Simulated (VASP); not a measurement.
# NiGe (Pnma) in VASP: notebook, part 2 of 2

VASP 6.6.1. The steps go on from the part before.

## (3) Single point, PBE (strain -0.0400 x Voigt [0, 0, 1, 0, 0, 0])

File INCAR:

```
PREC = Accurate
ENCUT = 520
EDIFF = 1E-7
ISMEAR = 0
SIGMA = 0.15
LREAL = F
LASPH = T
NELM = 100
ALGO = Fast
ISIF = 2
LWAVE = F
LCHARG = F
GGA = PE
NBANDS = 58
```

File KPOINTS:

```
regular mesh
0
Gamma
  8 12 8
```

File POSCAR:

```
NiGe
1.0
    5.3966575280      0.0000000000      0.0000000000
    0.0000000000      3.4808800805      0.0000000000
    0.0000000000      0.0000000000      5.6122388604
Ni Ge
4 4
Direct
    0.9942832188      0.7500000000      0.1901826734
    0.0057167812      0.2500000000      0.8098173266
    0.5057167812      0.2500000000      0.6901826734
    0.4942832188      0.7500000000      0.3098173266
    0.8103268991      0.7500000000      0.5874320982
    0.1896731009      0.2500000000      0.4125679018
    0.6896731009      0.2500000000      0.0874320982
    0.3103268991      0.7500000000      0.9125679018
```

Potentials or basis: VASP PAW PBE potentials, release 64 (Ni, Ge_d).

The run is started by

```sh
$ cat potpaw_PBE.64/Ni/POTCAR potpaw_PBE.64/Ge_d/POTCAR > POTCAR
$ mpirun -np 1 vasp_std > vasp.out
```

OUTCAR:

```text
PREC = Accurate
   ENCUT = 520
   EDIFF = 1E-7
   ISMEAR = 0
   LREAL = F
   LASPH = T
   NELM = 100
   ISIF = 2
   GGA = PE

 ion  position               nearest neighbor table
   1  0.994  0.750  0.190-   8 2.31   6 2.39   6 2.39   5 2.44   7 2.46   7 2.46   2 2.75   2 2.75
                             4 2.78   4 2.78
   2  0.006  0.250  0.810-   7 2.31   5 2.39   5 2.39   6 2.44   8 2.46   8 2.46   1 2.75   1 2.75
                             3 2.78   3 2.78
   3  0.506  0.250  0.690-   6 2.31   8 2.39   8 2.39   7 2.44   5 2.46   5 2.46   4 2.75   4 2.75
                             2 2.78   2 2.78
   4  0.494  0.750  0.310-   5 2.31   7 2.39   7 2.39   8 2.44   6 2.46   6 2.46   3 2.75   3 2.75
                             1 2.78   1 2.78
   5  0.810  0.750  0.587-   4 2.31   2 2.39   2 2.39   1 2.44   3 2.46   3 2.46   6 2.86   6 2.86

   6  0.190  0.250  0.413-   3 2.31   1 2.39   1 2.39   2 2.44   4 2.46   4 2.46   5 2.86   5 2.86

   7  0.690  0.250  0.087-   2 2.31   4 2.39   4 2.39   3 2.44   1 2.46   1 2.46   8 2.86   8 2.86

   8  0.310  0.750  0.913-   1 2.31   3 2.39   3 2.39   4 2.44   2 2.46   2 2.46   7 2.86   7 2.86

  LATTYP: Found a simple orthorhombic cell.
 ALAT       =     3.4808800805
 B/A-ratio  =     1.5503715736
 C/A-ratio  =     1.6123045697

  Lattice vectors:

 A1 = (   0.0000000000,  -3.4808800805,   0.0000000000)
 A2 = (   5.3966575280,   0.0000000000,   0.0000000000)
 A3 = (   0.0000000000,   0.0000000000,   5.6122388604)

Analysis of symmetry for initial positions (statically):
=====================================================================
 Subroutine PRICEL returns:
 Original cell was already a primitive cell.

 Routine SETGRP: Setting up the symmetry group for a
 simple orthorhombic supercell.

 Subroutine GETGRP returns: Found  8 space group operations
 (whereof  2 operations were pure point group operations)
 out of a pool of  8 trial point group operations.

The static configuration has the point symmetry S_2 .
 The point group associated with its full space group is D_2h.

Analysis of symmetry for dynamics (positions and initial velocities):
=====================================================================
 Subroutine PRICEL returns:
 Original cell was already a primitive cell.

 Routine SETGRP: Setting up the symmetry group for a
 simple orthorhombic supercell.

 Subroutine GETGRP returns: Found  8 space group operations
 (whereof  2 operations were pure point group operations)
 out of a pool of  8 trial point group operations.

The dynamic configuration has the point symmetry S_2 .
 The point group associated with its full space group is D_2h.

 Subroutine INISYM returns: Found  8 space group operations
 (whereof  2 operations are pure point group operations),
 and found     1 'primitive' translations

----------------------------------------------------------------------------------------

                                     Primitive cell

  volume of cell :     105.4266

  direct lattice vectors                    reciprocal lattice vectors
     5.396657528  0.000000000  0.000000000     0.185299881  0.000000000  0.000000000
[... 59 lines left out ...]
  0.500000  0.000000  0.000000      1.000000
  0.000000  0.083333  0.000000      2.000000
[... 16 lines left out ...]
  0.250000  0.333333  0.000000      4.000000
  0.375000  0.333333  0.000000      4.000000
 [... further k-points ...]
   k-points           NKPTS =    175   k-points in BZ     NKDIM =    175   number of bands    NBANDS=     58
   number of dos      NEDOS =    301   number of ions     NIONS =      8
   total plane-waves  NPLWV =  47040
   dimension x,y,z NGX =    40 NGY =   28 NGZ =   42
   dimension x,y,z NGXF=    80 NGYF=   56 NGZF=   84
   ions per type =               4   4
   NGX,Y,Z   is equivalent  to a cutoff of  12.32, 13.37, 12.44 a.u.
   NGXF,Y,Z  is equivalent  to a cutoff of  24.64, 26.75, 24.88 a.u.
 SYSTEM =  unknown system
   PREC   = accura    normal or accurate (medium, high low for compatibility)
   ISTART =      0    job   : 0-new  1-cont  2-samecut
   ICHARG =      2    charge: 1-file 2-atom 10-const
   ISPIN  =      1    spin polarized calculation?
   LNONCOLLINEAR =      F non collinear calculations
   LSORBIT =      F    spin-orbit coupling
   LASPH  =      T    aspherical Exc in radial PAW
   ENCUT  =  520.0 eV  38.22 Ry    6.18 a.u.  10.03  6.47 10.44*2*pi/ulx,y,z
   NELM   =    100;   NELMIN=  2; NELMDL= -5     # of ELM steps
   EDIFF  = 0.1E-06   stopping-criterion for ELM
   LREAL  =      F    real-space projection
   EDIFFG = 0.1E-05   stopping-criterion for IOM
   NSW    =      0    number of steps for IOM
   IBRION =     -1    ionic relax: 0-MD 1-quasi-New 2-CG
   NFREE  =      0    steps in history (QN), initial steepest desc. (CG)
   ISIF   =      2    stress and relaxation
   ISYM   =      2    0-nonsym 1-usesym 2-fastsym
   POTIM  = 0.5000    time-step for ionic-motion
   TEBEG  =    0.0;   TEEND  =   0.0 temperature during run
   PSTRESS=    0.0 pullay stress
   NELECT =      96.0000    total number of electrons
   NUPDOWN=      -1.0000    fix difference up-down
   EMIN   =  10.00;   EMAX   =-10.00  energy-range for DOS
   EFERMI =   0.00;   METHOD = LEGACY
   ISMEAR =     0;   SIGMA  =   0.15  broadening in eV -4-tet -1-fermi 0-gaus
   EFERMI_NEDOS =   21; number of points for ismear=-14 and -15
   IALGO  =     68    algorithm
   IMIX   =      4    mixing-type and parameters
     AMIX     =   0.40;   BMIX     =  1.00
     AMIX_MAG =   1.60;   BMIX_MAG =  1.00
  volume/ion in A,a.u.               =      13.18        88.93
  Fermi-wavevector in a.u.,A,eV,Ry     =   1.586775  2.998569 34.257475  2.517853
  Thomas-Fermi vector in A             =   2.686034
   LORBIT       =      0    0 simple, 1 ext, 2 COOP (PROOUT), +10 PAW based schemes
   GGA     = PE    functional components
   LHFCALC =     F    Hartree Fock is set to
   AEXX    =    0.0000 exact exchange contribution
   IVDW    =     0    specifies the selected vdW correction
   LEPSILON=     F    determine dielectric tensor
   LRPA    =     F    only Hartree local field effects (RPA)
 non-spin polarized calculation
 RMM-DIIS sequential band-by-band and
 Gauss-broadening in eV      SIGMA  =   0.15
  energy-cutoff  :      520.00
  volume of cell :      105.43
 maximum number of plane-waves:      2864
   NGX = 21   NGY = 13   NGZ = 21

 number of electron      95.9999959 magnetization

 Free energy of the ion-electron system (eV)
  ---------------------------------------------------
  ext. energy  EPLUGINS =         0.00000000
  ---------------------------------------------------
  free energy    TOTEN  =       -42.28886073 eV

  energy without entropy =      -42.26062839  energy(sigma->0) =      -42.27474456

 E-fermi :   9.1397     XC(G=0): -12.6297

 val. band max:        9.1382444871   @ k =   0.2500   0.4167   0.2500
 cond. band min:       9.1487553118   @ k =   0.3750   0.1667   0.2500
 fundamental gap:      0.0105108246
 Fermi energy:         9.1397248411

 k-point     1 :       0.0000    0.0000    0.0000
  band No.  band energies     occupation
      1     -15.5560      2.00000
      2     -15.5410      2.00000
      3     -15.5398      2.00000
      4     -15.5360      2.00000
      5     -15.5190      2.00000
      6     -15.5007      2.00000
[... 1453 lines left out ...]
     57      15.3395      0.00000
     58      16.4519      0.00000

 [... further k-points ...]

------------------------ aborting loop because EDIFF is reached ----------------------------------------

  FORCE on cell =-STRESS in cart. coord.  units (eV):
  Direction    XX          YY          ZZ          XY          YZ          ZX
  --------------------------------------------------------------------------------------
  -------------------------------------------------------------------------------------
  Total        3.4182639      3.0022742      6.5236546     -0.0000000      0.0000000      0.0000000
  in kB       51.9476735     45.6258397     99.1405844     -0.0000000      0.0000000      0.0000000
  external PRESSURE =      65.5713659 kB  Pullay stress =       0.0000000 kB

 VOLUME and BASIS-vectors are now :
 -----------------------------------------------------------------------------
  energy-cutoff  :      520.00
  volume of cell :      105.43
      direct lattice vectors                 reciprocal lattice vectors
     5.396657528  0.000000000  0.000000000     0.185299881  0.000000000  0.000000000
     0.000000000  3.480880080  0.000000000     0.000000000  0.287283669  0.000000000
     0.000000000  0.000000000  5.612238860     0.000000000  0.000000000  0.178182010

 POSITION                                       TOTAL-FORCE (eV/Angst)
 -----------------------------------------------------------------------------------
      5.36581      2.61066      1.06735        -0.148264      0.000000     -0.130901
      0.03085      0.87022      4.54489         0.148264     -0.000000      0.130901
      2.72918      0.87022      3.87347         0.148264      0.000000     -0.130901
      2.66748      2.61066      1.73877        -0.148264      0.000000      0.130901
      4.37306      2.61066      3.29681         0.066646     -0.000000      0.234100
      1.02360      0.87022      2.31543        -0.066646      0.000000     -0.234100
      3.72193      0.87022      0.49069        -0.066646      0.000000      0.234100
      1.67473      2.61066      5.12155         0.066646     -0.000000     -0.234100
 -----------------------------------------------------------------------------------
    total drift:                               -0.000000      0.000000      0.000000

  FREE ENERGIE OF THE ION-ELECTRON SYSTEM (eV)
  ---------------------------------------------------
  free  energy   TOTEN  =       -42.2888607328 eV

  energy  without entropy=      -42.2606283852  energy(sigma->0) =      -42.27474456
```

Wall time 33 min (1 thread of Oxide Virtual Turin-like, shared host); peak memory 0.76 GiB.

Results:

| Quantity | Value |
| --- | --- |
| Free energy | -42.2889 eV |
| Pressure | 6.6 GPa |
| Largest force | 0.243 eV/Å |
| Band gap on the k mesh | zero (bands 48 and 49 overlap by 1.60 eV) |

Forces on the atoms (eV/Å):
```
Ni  -0.148  0.000 -0.131
Ni   0.148  0.000  0.131
Ni   0.148  0.000 -0.131
Ni  -0.148  0.000  0.131
Ge   0.067  0.000  0.234
Ge  -0.067  0.000 -0.234
Ge  -0.067  0.000  0.234
Ge   0.067  0.000 -0.234
```

Levels at points of the mesh, in eV from the Fermi level:
| k point | band 45 | band 46 | band 47 | band 48 | band 49 | band 50 | band 51 | band 52 |
| --- | --- | --- | --- | --- | --- | --- | --- | --- |
| (0.00, 0.00, 0.00) | -1.56 | -1.11 | -1.11 | -0.86 | 0.74 | 0.88 | 4.01 | 4.06 |
| (0.50, 0.00, 0.00) | -1.61 | -1.61 | 0.60 | 0.60 | 1.30 | 1.30 | 3.09 | 3.09 |
| (0.00, 0.50, 0.00) | -1.65 | -1.65 | -1.19 | -1.19 | -0.49 | -0.49 | 2.13 | 2.13 |
| (0.50, 0.50, 0.00) | -1.40 | -1.40 | -1.40 | -1.40 | 0.42 | 0.42 | 0.42 | 0.42 |
| (0.00, 0.00, 0.50) | -1.19 | -1.19 | -0.01 | -0.01 | 1.07 | 1.07 | 2.70 | 2.70 |
| (0.50, 0.00, 0.50) | -0.65 | -0.65 | 0.67 | 0.67 | 2.45 | 2.45 | 2.56 | 2.56 |
| (0.00, 0.50, 0.50) | -1.63 | -1.63 | -1.54 | -1.54 | 0.44 | 0.44 | 0.69 | 0.69 |
| (0.50, 0.50, 0.50) | -1.59 | -1.59 | -1.59 | -1.59 | 2.69 | 2.69 | 2.69 | 2.69 |

Caveat: the cell differs from its parent crystal (strain -0.0400 x Voigt [0, 0, 1, 0, 0, 0]); the cell stands under pressure. Spin polarisation is off, so any magnetic state and its effect on volume and gap are missing.
